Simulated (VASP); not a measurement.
Set up this calculation in VASP 6.6.1, as the native input.

```yaml
Task: single point
Functional: PBE
Potentials_or_basis: VASP PAW PBE potentials, release 64 (Si, O)
Cutoff: 520 eV
k_mesh: 8 × 8 × 8
Occupations: fermi-dirac, width 0.02 eV
Spin: no spin polarisation
Dipole_correction: no
Further_INCAR_settings: ALGO = Normal; EDIFF = 1e-07; NBANDS = 25
```

The structure of SiO2 lies in POSCAR:

```
SiO2
1.0
   -2.4719629981      2.4719629981      3.5122615264
    2.4719629981     -2.4719629981      3.5122615264
    2.4719629981      2.4719629981     -3.5122615264
Si O
2 4
Direct
    0.0000000000      0.0000000000      0.0000000000
    0.7500000000      0.2500000000      0.5000000000
    0.9852385279      0.6250000000      0.8602385279
    0.3750000000      0.2352385279      0.3602385279
    0.7647614721      0.1250000000      0.1397614721
    0.8750000000      0.0147614721      0.6397614721
```

This cell differs from its parent crystal: uniaxial z strain -4.0%.

One way to write it, as run:

INCAR

```
SYSTEM = SiO2
ALGO = Normal
EDIFF = 1E-7
ENCUT = 520
GGA = PE
ISIF = 2
ISMEAR = -1
LASPH = .True.
LCHARG = .False.
LREAL = .False.
LWAVE = .False.
NBANDS = 25
NELM = 100
PREC = Accurate
SIGMA = 0.02
```

KPOINTS

```
k-points
0
Gamma
  8 8 8
  0 0 0
```

Potentials or basis: VASP PAW PBE potentials, release 64 (Si, O).

The run is started by

```bash
$ cat potpaw_PBE.64/Si/POTCAR potpaw_PBE.64/O/POTCAR > POTCAR
$ mpirun -np 1 vasp_std > vasp.out
```

It gave:

```json
{
 "Pressure": "6.5 GPa",
 "Largest force": "0.303 eV/Å",
 "Band gap on the k mesh": "6.10 eV, direct"
}
```

Caveat: the cell differs from its parent crystal (uniaxial z strain -4.0%).

Run time: 100 s on 1 thread of Intel(R) Xeon(R) Platinum 8124M CPU @ 3.00GHz (Skylake/Cascade Lake) (shared host), peak memory 0.28 GiB.
